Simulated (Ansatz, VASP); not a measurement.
## CoO in VASP and in Ansatz

The input INCAR:

```
SYSTEM = CoO
  PREC = Accurate
  ENCUT = 600
  EDIFF = 1E-6
  ISMEAR = -1
  SIGMA = 0.05
  LREAL = .False.
  LASPH = .True.
  NELM = 200
  ALGO = Normal
  ISIF = 2
  LWAVE = .False.
  LCHARG = .False.
  ISPIN = 2
  MAGMOM = 2 0
  LORBIT = 11
  LMAXMIX = 4
  GGA = PS
  NBANDS = 22
  GGA_COMPAT = .False.
```

File KPOINTS:

```
Automatic mesh
0
Gamma
  10 10 10
  0 0 0
```

POSCAR

```
CoO
1.0
    1.5914663644      0.9188335339      2.5492457344
   -1.5914663644      0.9188335339      2.5492457344
    0.0000000000     -1.8376670678      2.5492457344
Co O
1 1
Direct
    0.9989783200      0.9989783200      0.9989783200
    0.7510210300      0.7510210300      0.7510210300
```

The input input.yaml:

```yaml
crystal:
  lattice:
    - [1.5914663644, 0.9188335339, 2.5492457344]
    - [-1.5914663644, 0.9188335339, 2.5492457344]
    - [0.0, -1.8376670678, 2.5492457344]
  atoms:
    - { symbol: Co, position: [0.99897832, 0.99897832, 0.99897832], spin: 2.0 }
    - { symbol: O, position: [0.75102103, 0.75102103, 0.75102103] }
hamiltonian:
  xc: pbesol
  pseudopotentials: { kind: paw }
magnetization:
  spin_polarized: true
kpoints:
  mp_grid: { grid: [10, 10, 10] }
scf:
  occupations: { method: fermi_dirac, width: 0.05 }
output:
  forces: true
  stress: true
  eigenvalues: true
  write_density: true
  write_potential: true
  elf: true
  volumetric_format: npy
```

Alike in both runs: task single point; functional PBEsol; k mesh 10 × 10 × 10; occupations fermi-dirac, width 0.05 eV; collinear spin.

```csv
,VASP,Ansatz
version,VASP 6.6.1,Ansatz 0.2.0
potentials or method,"VASP PAW PBE potentials, release 64 (Co_sv, O)",Ansatz PAW
plane-wave cutoff (eV),600,420
valence electrons in the cell,23,23
```

Ansatz gave:

- gap on the k mesh at the Fermi level (eV): none
- pressure (GPa): -5.9
- traceless stress, the component that is largest in VASP (GPa): 3.48
- rms of the force components (eV/Å): 0.134
- net moment per atom (μB): 1.35
- size of the moment on the site where the two differ most (μB): 2.15

Problem. Which values does VASP return?

Solution. gap on the k mesh at the Fermi level (eV): none; pressure (GPa): -8.1; traceless stress, the component that is largest in VASP (GPa): 3.46; rms of the force components (eV/Å): 0.133; net moment per atom (μB): 1.34; size of the moment on the site where the two differ most (μB): 2.26.

VASP's potentials were made for PBE, not for PBEsol. Site moments also hang on the region over which each program counts them. Atom by atom the forces differ by 0.001 eV/Å (rms over components). A gap of «none» marks a metal or a gap that the smearing closes.
